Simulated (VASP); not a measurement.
# CdS in VASP: a series of runs

The runs below take CdS through single point, with PBE+D3(BJ).

Program: VASP 6.6.1. These are calculated values, not measurements. Logs are shortened: lines on timing, memory, paths and dates and some standing lists are left out, and cuts for length are marked.

## (1) The cell of the first run

The cell holds a slab with vacuum, 16 atoms: a = 8.275 Å, b = 8.275 Å, c = 20.223 Å, α = 90.00°, β = 90.00°, γ = 120.00°.

## (2) Single point, PBE+D3(BJ)

INCAR reads:

```
SYSTEM = CdS
  PREC = Accurate
  ENCUT = 520
  EDIFF = 1E-6
  ISMEAR = 0
  SIGMA = 0.05
  LREAL = Auto
  LASPH = .True.
  NELM = 60
  ALGO = Normal
  ISIF = 2
  LWAVE = .False.
  LCHARG = .False.
  LDIPOL = .True.
  IDIPOL = 3
  DIPOL = 0.5 0.5 0.489
  GGA = PE
  IVDW = 12
  NBANDS = 86
```

KPOINTS reads:

```
regular mesh
0
Gamma
  2 2 1
  0 0 0
```

POSCAR reads:

```
CdS
1.0
    8.2750818144      0.0000000000      0.0000000000
   -4.1375409072      7.1664310697      0.0000000000
    0.0000000000      0.0000000000     20.2228600052
S Cd
8 8
Direct
    0.5000000000      0.0000000000      0.3955919191
    0.5000000000      0.5000000000      0.3955919191
    0.0000000000      0.0000000000      0.3955919191
    0.0000000000      0.5000000000      0.3955919191
    0.6666666667      0.8333333333      0.5783400074
    0.6666666667      0.3333333333      0.5783400074
    0.1666666667      0.8333333333      0.5783400074
    0.1666666667      0.3333333333      0.5783400074
    0.1666666667      0.8333333333      0.4373551515
    0.1666666667      0.3333333333      0.4373551515
    0.6666666667      0.8333333333      0.4373551515
    0.6666666667      0.3333333333      0.4373551515
    0.3333333333      0.6666666667      0.5461915986
    0.3333333333      0.1666666667      0.5461915986
    0.8333333333      0.6666666667      0.5461915986
    0.8333333333      0.1666666667      0.5461915986
```

Potentials or basis: VASP PAW PBE potentials, release 64 (S, Cd).

Started as:

```
$ cat potpaw_PBE.64/S/POTCAR potpaw_PBE.64/Cd/POTCAR > POTCAR
$ mpirun -np 1 vasp_std > vasp.out
```

OUTCAR:

```text
SYSTEM = CdS
   PREC = Accurate
   ENCUT = 520
   EDIFF = 1E-6
   ISMEAR = 0
   LREAL = Auto
   LASPH = .True.
   NELM = 60
   ISIF = 2
   GGA = PE
   IVDW = 12
 IVDW          = 12

 ion  position               nearest neighbor table
   1  0.500  0.000  0.396-   9 2.53  12 2.53  11 2.53
   2  0.500  0.500  0.396-  10 2.53  11 2.53  12 2.53
   3  0.000  0.000  0.396-  11 2.53  10 2.53   9 2.53
   4  0.000  0.500  0.396-  12 2.53   9 2.53  10 2.53
   5  0.667  0.833  0.578-  15 2.48  13 2.48  16 2.48  11 2.85
   6  0.667  0.333  0.578-  16 2.48  14 2.48  15 2.48  12 2.85
   7  0.167  0.833  0.578-  13 2.48  15 2.48  14 2.48   9 2.85
   8  0.167  0.333  0.578-  14 2.48  16 2.48  13 2.48  10 2.85
   9  0.167  0.833  0.437-   1 2.53   4 2.53   3 2.53   7 2.85  13 3.25  15 3.25  14 3.25
  10  0.167  0.333  0.437-   2 2.53   3 2.53   4 2.53   8 2.85  14 3.25  16 3.25  13 3.25
  11  0.667  0.833  0.437-   3 2.53   2 2.53   1 2.53   5 2.85  15 3.25  13 3.25  16 3.25
  12  0.667  0.333  0.437-   4 2.53   1 2.53   2 2.53   6 2.85  16 3.25  14 3.25  15 3.25
  13  0.333  0.667  0.546-   7 2.48   5 2.48   8 2.48   9 3.25  11 3.25  10 3.25
  14  0.333  0.167  0.546-   8 2.48   6 2.48   7 2.48  10 3.25  12 3.25   9 3.25
  15  0.833  0.667  0.546-   5 2.48   7 2.48   6 2.48  11 3.25   9 3.25  12 3.25
  16  0.833  0.167  0.546-   6 2.48   8 2.48   5 2.48  12 3.25  10 3.25  11 3.25

  LATTYP: Found a hexagonal cell.
 ALAT       =     8.2750818144
 C/A-ratio  =     2.4438259897

  Lattice vectors:

 A1 = (   8.2750818144,   0.0000000000,   0.0000000000)
 A2 = (  -4.1375409072,   7.1664310697,   0.0000000000)
 A3 = (   0.0000000000,   0.0000000000,  20.2228600052)

Analysis of symmetry for initial positions (statically):
=====================================================================
 Subroutine PRICEL returns following result:

  LATTYP: Found a hexagonal cell.
 ALAT       =     4.1375409072
 C/A-ratio  =     4.8876519795

  Lattice vectors:

 A1 = (   4.1375409072,   0.0000000000,   0.0000000000)
 A2 = (  -2.0687704536,   3.5832155348,   0.0000000000)
 A3 = (   0.0000000000,   0.0000000000,  20.2228600052)

   4 primitive cells build up your supercell.

 Routine SETGRP: Setting up the symmetry group for a
 hexagonal supercell.

 Subroutine GETGRP returns: Found  6 space group operations
 (whereof  6 operations were pure point group operations)
 out of a pool of 24 trial point group operations.

The static configuration has the point symmetry C_3v.

Analysis of symmetry for dynamics (positions and initial velocities):
=====================================================================
 Subroutine PRICEL returns following result:

  LATTYP: Found a hexagonal cell.
 ALAT       =     4.1375409072
 C/A-ratio  =     4.8876519795

  Lattice vectors:

 A1 = (   4.1375409072,   0.0000000000,   0.0000000000)
 A2 = (  -2.0687704536,   3.5832155348,   0.0000000000)
 A3 = (   0.0000000000,   0.0000000000,  20.2228600052)

   4 primitive cells build up your supercell.

 Routine SETGRP: Setting up the symmetry group for a
 hexagonal supercell.

 Subroutine GETGRP returns: Found  6 space group operations
 (whereof  6 operations were pure point group operations)
 out of a pool of 24 trial point group operations.

The dynamic configuration has the point symmetry C_3v.

 Subroutine INISYM returns: Found  6 space group operations
 (whereof  6 operations are pure point group operations),
 and found     4 'primitive' translations

----------------------------------------------------------------------------------------

                                     Primitive cell

  volume of cell :     299.8181

  direct lattice vectors                    reciprocal lattice vectors
     4.137540907  0.000000000  0.000000000     0.241689453  0.139539471  0.000000000
    -2.068770454  3.583215535  0.000000000     0.000000000  0.279078942  0.000000000
     0.000000000  0.000000000 20.222860005     0.000000000  0.000000000  0.049448990

  length of vectors
     4.137540907  4.137540907 20.222860005     0.279078942  0.279078942  0.049448990

  position of ions in fractional coordinates (direct lattice)
     0.000000000  0.000000000  0.395591919
     0.333333333  0.666666667  0.578340007
     0.333333333  0.666666667  0.437355152
     0.666666667  0.333333333  0.546191599

  ion indices of the primitive-cell ions
   primitive index   ion index
                 1           1
                 2           5
                 3          11
                 4          14

----------------------------------------------------------------------------------------

 KPOINTS: regular mesh

Automatic generation of k-mesh.
 Grid dimensions read from file:
 generate k-points for:    2    2    1

 Generating k-lattice:

  Cartesian coordinates                     Fractional coordinates (reciprocal lattice)
     0.060422363  0.034884868  0.000000000     0.500000000  0.000000000  0.000000000
     0.000000000  0.069769735  0.000000000     0.000000000  0.500000000  0.000000000
     0.000000000  0.000000000  0.049448990     0.000000000  0.000000000  1.000000000

  Length of vectors
     0.069769735  0.069769735  0.049448990

  Shift w.r.t. Gamma in fractional coordinates (k-lattice)
     0.000000000  0.000000000  0.000000000

 Subroutine IBZKPT returns following result:
 ===========================================

 Found      2 irreducible k-points:

 Following reciprocal coordinates:
            Coordinates               Weight
  0.000000  0.000000  0.000000      1.000000
  0.500000 -0.000000  0.000000      3.000000
   k-points           NKPTS =      2   k-points in BZ     NKDIM =      2   number of bands    NBANDS=     86
   number of dos      NEDOS =    301   number of ions     NIONS =     16
   total plane-waves  NPLWV = 614400
   dimension x,y,z NGX =    64 NGY =   64 NGZ =  150
   dimension x,y,z NGXF=   128 NGYF=  128 NGZF=  300
   ions per type =               8   8
   NGX,Y,Z   is equivalent  to a cutoff of  12.86, 12.86, 12.33 a.u.
   NGXF,Y,Z  is equivalent  to a cutoff of  25.72, 25.72, 24.66 a.u.
 SYSTEM =  CdS
   PREC   = accura    normal or accurate (medium, high low for compatibility)
   ISTART =      0    job   : 0-new  1-cont  2-samecut
   ICHARG =      2    charge: 1-file 2-atom 10-const
   ISPIN  =      1    spin polarized calculation?
   LNONCOLLINEAR =      F non collinear calculations
   LSORBIT =      F    spin-orbit coupling
   LASPH  =      T    aspherical Exc in radial PAW
   ENCUT  =  520.0 eV  38.22 Ry    6.18 a.u.  15.39 15.39 37.60*2*pi/ulx,y,z
   NELM   =     60;   NELMIN=  2; NELMDL= -5     # of ELM steps
   EDIFF  = 0.1E-05   stopping-criterion for ELM
   LREAL  =      T    real-space projection
   EDIFFG = 0.1E-04   stopping-criterion for IOM
   NSW    =      0    number of steps for IOM
   IBRION =     -1    ionic relax: 0-MD 1-quasi-New 2-CG
   NFREE  =      0    steps in history (QN), initial steepest desc. (CG)
   ISIF   =      2    stress and relaxation
   ISYM   =      2    0-nonsym 1-usesym 2-fastsym
   POTIM  = 0.5000    time-step for ionic-motion
   TEBEG  =    0.0;   TEEND  =   0.0 temperature during run
   PSTRESS=    0.0 pullay stress
   NELECT =     144.0000    total number of electrons
   NUPDOWN=      -1.0000    fix difference up-down
   EMIN   =  10.00;   EMAX   =-10.00  energy-range for DOS
   EFERMI =   0.00;   METHOD = LEGACY
   ISMEAR =     0;   SIGMA  =   0.05  broadening in eV -4-tet -1-fermi 0-gaus
   EFERMI_NEDOS =   21; number of points for ismear=-14 and -15
   IALGO  =     38    algorithm
   IMIX   =      4    mixing-type and parameters
     AMIX     =   0.40;   BMIX     =  1.00
     AMIX_MAG =   1.60;   BMIX_MAG =  1.00
  volume/ion in A,a.u.               =      74.95       505.82
  Fermi-wavevector in a.u.,A,eV,Ry     =   0.807650  1.526237  8.875055  0.652298
  Thomas-Fermi vector in A             =   1.916308
   LORBIT       =      0    0 simple, 1 ext, 2 COOP (PROOUT), +10 PAW based schemes
   GGA     = PE    functional components
   LHFCALC =     F    Hartree Fock is set to
   AEXX    =    0.0000 exact exchange contribution
   IVDW    =    12    specifies the selected vdW correction
   LEPSILON=     F    determine dielectric tensor
   LRPA    =     F    only Hartree local field effects (RPA)
 non-spin polarized calculation
 Gauss-broadening in eV      SIGMA  =   0.05
  energy-cutoff  :      520.00
  volume of cell :     1199.27
 maximum number of plane-waves:     32355
 NGX is ok and might be reduce to    64
   NGX = 31   NGY = 31   NGZ = 75

 number of electron     143.9999985 magnetization

 dipolmoment           0.000000      0.000000     -0.427851 electrons x Angstroem

 Free energy of the ion-electron system (eV)
  ---------------------------------------------------
  ext. energy  EPLUGINS =         0.00000000
  ---------------------------------------------------
  free energy    TOTEN  =       -44.88068365 eV

  energy without entropy =      -44.88068365  energy(sigma->0) =      -44.88068365

 E-fermi :  -3.2048     XC(G=0):  -3.5102

 val. band max:       -3.4336106525   @ k =   0.0000   0.0000   0.0000
 cond. band min:      -2.3786984844   @ k =   0.0000   0.0000   0.0000
 fundamental gap:      1.0549121681
 Fermi energy:        -3.2048200437

 k-point     1 :       0.0000    0.0000    0.0000
  band No.  band energies     occupation
      1     -16.3969      2.00000
      2     -16.0739      2.00000
      3     -16.0739      2.00000
      4     -16.0739      2.00000
      5     -14.9996      2.00000
      6     -14.7121      2.00000
[... 76 lines left out ...]
     83       0.4961      0.00000
     84       1.4223      0.00000

 k-point     2 :       0.5000   -0.0000    0.0000
  band No.  band energies     occupation
      1     -16.2336      2.00000
      2     -16.2336      2.00000
      3     -16.0752      2.00000
      4     -16.0752      2.00000
      5     -14.8548      2.00000
      6     -14.8548      2.00000
[... 76 lines left out ...]
     83       1.6304      0.00000
     84       1.6304      0.00000
 [bands above 84 left out]

------------------------ aborting loop because EDIFF is reached ----------------------------------------

 vacuum level on the upper side and lower side of the slab       (xc-potential included)        -0.642         0.629

 Edisp (eV)   -3.66008

 E8    (eV) :    -1.5837

  FORCE on cell =-STRESS in cart. coord.  units (eV):
  Direction    XX          YY          ZZ          XY          YZ          ZX
  --------------------------------------------------------------------------------------
  -------------------------------------------------------------------------------------
  Total       2.25833     2.25833    -1.77367     0.00000     0.00000     0.00000
  in kB       3.01704     3.01704    -2.36955     0.00000     0.00000     0.00000
  external pressure =        1.22 kB  Pullay stress =        0.00 kB

 VOLUME and BASIS-vectors are now :
 -----------------------------------------------------------------------------
  energy-cutoff  :      520.00
  volume of cell :     1199.27
      direct lattice vectors                 reciprocal lattice vectors
     8.275081814  0.000000000  0.000000000     0.120844727  0.069769735  0.000000000
    -4.137540907  7.166431070  0.000000000     0.000000000  0.139539471  0.000000000
     0.000000000  0.000000000 20.222860005     0.000000000  0.000000000  0.049448990

 POSITION                                       TOTAL-FORCE (eV/Angst)
 -----------------------------------------------------------------------------------
      4.13754      0.00000      8.00000        -0.000000      0.000000      0.594811
      2.06877      3.58322      8.00000        -0.000000      0.000000      0.594811
      0.00000      0.00000      8.00000        -0.000000      0.000000      0.594811
     -2.06877      3.58322      8.00000         0.000000      0.000000      0.594811
      2.06877      5.97203     11.69569        -0.000000      0.000000      0.031946
      4.13754      2.38881     11.69569        -0.000000     -0.000000      0.031946
[... 8 lines left out ...]
      4.13754      4.77762     11.04556         0.000000     -0.000000     -0.008767
      6.20631      1.19441     11.04556         0.000000      0.000000     -0.008767
 -----------------------------------------------------------------------------------
    total drift:                                0.000001     -0.000002     -0.005498

  FREE ENERGIE OF THE ION-ELECTRON SYSTEM (eV)
  ---------------------------------------------------
  free  energy   TOTEN  =       -48.5407619098 eV

  energy  without entropy=      -48.5407619098  energy(sigma->0) =      -48.54076191

 vacuum level on the upper side and lower side of the slab         1.804         3.109
```

It took 15 min on 1 thread of Intel Xeon 8259CL, shared host; peak memory 1.1 GiB.

Results:

* Free energy: -48.5408 eV
* Largest force: 0.618 eV/Å
* Band gap on the k mesh: 1.05 eV
* Dispersion energy per atom: -0.229 eV

Forces on the atoms (eV/Å):
```
S    0.000  0.000  0.595
S    0.000  0.000  0.595
S    0.000  0.000  0.595
S    0.000  0.000  0.595
S    0.000  0.000  0.032
S    0.000  0.000  0.032
S    0.000  0.000  0.032
S    0.000  0.000  0.032
Cd   0.000  0.000 -0.618
Cd   0.000  0.000 -0.618
Cd   0.000  0.000 -0.618
Cd   0.000  0.000 -0.618
Cd   0.000  0.000 -0.009
Cd   0.000  0.000 -0.009
Cd   0.000  0.000 -0.009
Cd   0.000  0.000 -0.009
```

Levels at points of the mesh, in eV from the valence-band top:
| k point | band 68 | band 69 | band 70 | band 71 | band 72 | band 73 | band 74 | band 75 | band 76 | band 77 |
| --- | --- | --- | --- | --- | --- | --- | --- | --- | --- | --- |
| (0.00, 0.00, 0.00) | -0.81 | -0.81 | -0.81 | 0.00 | 0.00 | 1.05 | 1.97 | 1.97 | 1.97 | 2.42 |
| (0.50, 0.00, 0.00) | -0.74 | -0.65 | -0.65 | -0.50 | -0.50 | 2.09 | 2.09 | 2.44 | 2.44 | 3.55 |

Caveat: the k points lie up to 0.44 Å⁻¹ apart.

## (3) Single point, PBE+D3(BJ)

INCAR is that of step 2.

KPOINTS is that of step 2.

POSCAR reads:

```
CdS
1.0
    8.2750818194      0.0000000000      0.0000000000
   -4.1375409097      7.1664310740      0.0000000000
    0.0000000000      0.0000000000     20.2228600078
S Cd
8 8
Direct
    0.5000000000      0.0000000000      0.3955919191
    0.5000000000      0.5000000000      0.3955919191
    0.0000000000      0.0000000000      0.3955919191
    0.0000000000      0.5000000000      0.3955919191
    0.6666666667      0.8333333333      0.5783400090
    0.6666666667      0.3333333333      0.5783400090
    0.1666666667      0.8333333333      0.5783400090
    0.1666666667      0.3333333333      0.5783400090
    0.1666666667      0.8333333333      0.4373551515
    0.1666666667      0.3333333333      0.4373551515
    0.6666666667      0.8333333333      0.4373551515
    0.6666666667      0.3333333333      0.4373551515
    0.3333333333      0.6666666667      0.5461915592
    0.3333333333      0.1666666667      0.5461915592
    0.8333333333      0.6666666667      0.5461915592
    0.8333333333      0.1666666667      0.5461915592
```

Potentials or basis: VASP PAW PBE potentials, release 64 (S, Cd).

Started as:

```
$ cat potpaw_PBE.64/S/POTCAR potpaw_PBE.64/Cd/POTCAR > POTCAR
$ mpirun -np 1 vasp_std > vasp.out
```

Wall time 15 min (1 thread of Intel Xeon 8259CL, shared host); peak memory 1.1 GiB.

The run converged. Its results:

```yaml
Free_energy: -48.5408 eV
Largest_force: 0.618 eV/Å
Band_gap_on_the_k_mesh: 1.05 eV
Dispersion_energy_per_atom: -0.229 eV
```

Forces on the atoms (eV/Å):
```
S    0.000  0.000  0.595
S    0.000  0.000  0.595
S    0.000  0.000  0.595
S    0.000  0.000  0.595
S    0.000  0.000  0.032
S    0.000  0.000  0.032
S    0.000  0.000  0.032
S    0.000  0.000  0.032
Cd   0.000  0.000 -0.618
Cd   0.000  0.000 -0.618
Cd   0.000  0.000 -0.618
Cd   0.000  0.000 -0.618
Cd   0.000  0.000 -0.009
Cd   0.000  0.000 -0.009
Cd   0.000  0.000 -0.009
Cd   0.000  0.000 -0.009
```

Levels at points of the mesh, in eV from the valence-band top:
```tsv
k point	band 70	band 71	band 72	band 73	band 74	band 75
(0.00, 0.00, 0.00)	-0.81	0.00	0.00	1.05	1.97	1.97
(0.50, 0.00, 0.00)	-0.65	-0.50	-0.50	2.09	2.09	2.44
```

Caveat: the k points lie up to 0.44 Å⁻¹ apart.
